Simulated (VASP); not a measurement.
Zr: single point with PBE

The system is Zr.

```xyz
2
Lattice="0.0000 3.1412 3.1412 3.1412 0.0000 3.1412 3.1412 3.1412 0.0000" Properties=species:S:1:pos:R:3 pbc="T T T"
Zr   -0.7853   -0.7853   -0.7853
Zr    0.7853    0.7853    0.7853
```

This isn't the form of Zr at room conditions, which is hcp.

```
Program                 : VASP 6.6.1
Task                    : single point
Functional              : PBE
Potentials or basis     : VASP PAW PBE potentials, release 64 (Zr_sv)
Cutoff                  : 520 eV
k mesh                  : 11 × 11 × 11
Occupations             : fermi-dirac, width 0.08 eV
Spin                    : no spin polarisation
Dipole correction       : no
k mesh for the DOS      : 17 × 17 × 17
Occupations for the DOS : tetrahedron
Further INCAR settings  : ALGO = Normal; EDIFF = 1e-06
```

```yaml
Valence_electrons_inside_the_program's_atomic_spheres: Zr 10.08
```

Levels at points of the mesh, in eV from the Fermi level:
```tsv
k point	band 8	band 9	band 10	band 11	band 12	band 13	band 14	band 15	band 16
(0.00, 0.00, 0.00)	-26.27	-4.07	-0.82	-0.82	-0.01	-0.01	-0.01	2.10	2.10
```

Wall time 73 s on 1 thread of Intel(R) Xeon(R) 6975P-C (Granite Rapids), on a shared host, peak memory 0.29 GiB.
